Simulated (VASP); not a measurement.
Write the native input for VASP 6.6.1 that does the following.

```
Task                   : electric field gradients
Functional             : PBE
Potentials or basis    : VASP PAW PBE potentials, release 64 (Re)
Cutoff                 : 520 eV
k mesh                 : 18 × 18 × 10
Occupations            : fermi-dirac, width 0.05 eV
Spin                   : no spin polarisation
Dipole correction      : no
Further INCAR settings : ALGO = Normal; EDIFF = 1e-08; NBANDS = 14
```

The structure of Re lies in POSCAR:

```
Re
1.0
    2.5508430510      0.0000000000      0.0000000000
   -1.2754215255      2.2090948832      0.0000000000
    0.0000000000      0.0000000000      4.1620000000
Re
2
Direct
    0.3333333333      0.6666666667      0.2500000000
    0.6666666667      0.3333333333      0.7500000000
```

This cell differs from its parent crystal: x and y stretched by -2 %, z held.

One way to write it, as run:

INCAR

```
SYSTEM = Re
PREC     = Accurate       ! precision mode
ENCUT    = 520            ! plane-wave cutoff, eV
EDIFF    = 1E-8           ! SCF threshold, eV
ISMEAR   = -1             ! smearing method
SIGMA    = 0.05           ! smearing width, eV
LREAL    = .FALSE.        ! projectors in reciprocal space
LASPH    = .TRUE.         ! aspherical terms in the spheres
NELM     = 80             ! most SCF steps
ALGO     = Normal         ! electronic algorithm
ISIF     = 2              ! what is computed and relaxed
LWAVE    = .FALSE.        ! write WAVECAR
LCHARG   = .FALSE.        ! write CHGCAR
GGA      = PE             ! functional
LEFG     = .TRUE.       
NBANDS   = 14             ! bands
```

KPOINTS

```
Automatic mesh
0
G
  18 18 10
  0 0 0
```

Potentials or basis: VASP PAW PBE potentials, release 64 (Re).

Run with:

```console
$ cat potpaw_PBE.64/Re/POTCAR > POTCAR
$ mpirun -np 1 vasp_std > vasp.out
```

Results of the run:

```yaml
Pressure: 153.1 GPa
Band_gap_on_the_k_mesh: zero (bands 7 and 8 overlap by 4.93 eV)
Largest_electric_field_gradient_by_atom: Re -62.2 V/Å²
```

Caveat: the cell differs from its parent crystal (x and y stretched by -2 %, z held); the stress differs along the axes, from 147 to 156 GPa; without QUAD_EFG the Cq values of the log hold for a quadrupole moment of 1 mb, not for the nuclei; spin-orbit coupling is left out, which moves the levels of the heavy elements.

Wall time 120 s on 1 thread of Intel Xeon 8259CL, on a shared host, peak memory 0.19 GiB.
